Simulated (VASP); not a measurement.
A run of VASP 6.6.1 is set up as follows.

The input INCAR:

```
SYSTEM = HPt6
PREC = Accurate
ENCUT = 520
EDIFF = 1E-6
ISMEAR = 0
SIGMA = 0.1
LREAL = .FALSE.
LASPH = .TRUE.
NELM = 80
ALGO = Normal
ISIF = 2
LWAVE = .FALSE.
LCHARG = .FALSE.
LDIPOL = .TRUE.
IDIPOL = 3
DIPOL = 0.5 0.5 0.316
GGA = PE
NBANDS = 74
```

File KPOINTS:

```
regular mesh
0
G
  6 6 1
  0 0 0
```

File POSCAR:

```
HPt6
1.0
    5.6145835605      0.0000000000      0.0000000000
   -2.8072917802      4.8623719950      0.0000000000
    0.0000000000      0.0000000000     22.6197373747
Pt H
12 2
Direct
    0.3333333333      0.1666666667      0.1768367127
    0.3333333333      0.6666666667      0.1768367127
    0.8333333333      0.1666666667      0.1768367127
    0.8333333333      0.6666666667      0.1768367127
    0.1666666667      0.3333333333      0.2789580515
    0.1666666667      0.8333333333      0.2789580515
    0.6666666667      0.3333333333      0.2789580515
    0.6666666667      0.8333333333      0.2789580515
    0.0000000000      0.0000000000      0.3810715055
    0.0000000000      0.5000000000      0.3810715055
    0.5000000000      0.0000000000      0.3810715055
    0.5000000000      0.5000000000      0.3810715055
    0.1892786072      0.3785572143      0.5402245469
    0.3107213928      0.6214427857      0.5402245469
```

Potentials or basis: VASP PAW PBE potentials, release 64 (Pt, H).

Command:

```sh
$ cat potpaw_PBE.64/Pt/POTCAR potpaw_PBE.64/H/POTCAR > POTCAR
$ mpirun -np 1 vasp_std > vasp.out
```

Predict the largest force.

4.639 eV/Å.

What does it give for the band gap on the k mesh?

Zero (bands 61 and 62 overlap by 0.75 eV).

Forces on the atoms (eV/Å):
```
Pt  -0.002  0.000  0.019
Pt   0.000 -0.001  0.018
Pt   0.002  0.000  0.019
Pt   0.000  0.002  0.016
Pt   0.000  0.000 -0.004
Pt   0.001 -0.001  0.000
Pt   0.000  0.001 -0.008
Pt  -0.001 -0.001  0.000
Pt   0.000  0.001 -0.015
Pt   0.001  0.002 -0.010
Pt   0.000 -0.003 -0.015
Pt  -0.001  0.002 -0.010
H    0.000  4.639 -0.005
H    0.000 -4.639 -0.005
```

Caveat: spin-orbit coupling is left out, which moves the levels of the heavy elements.
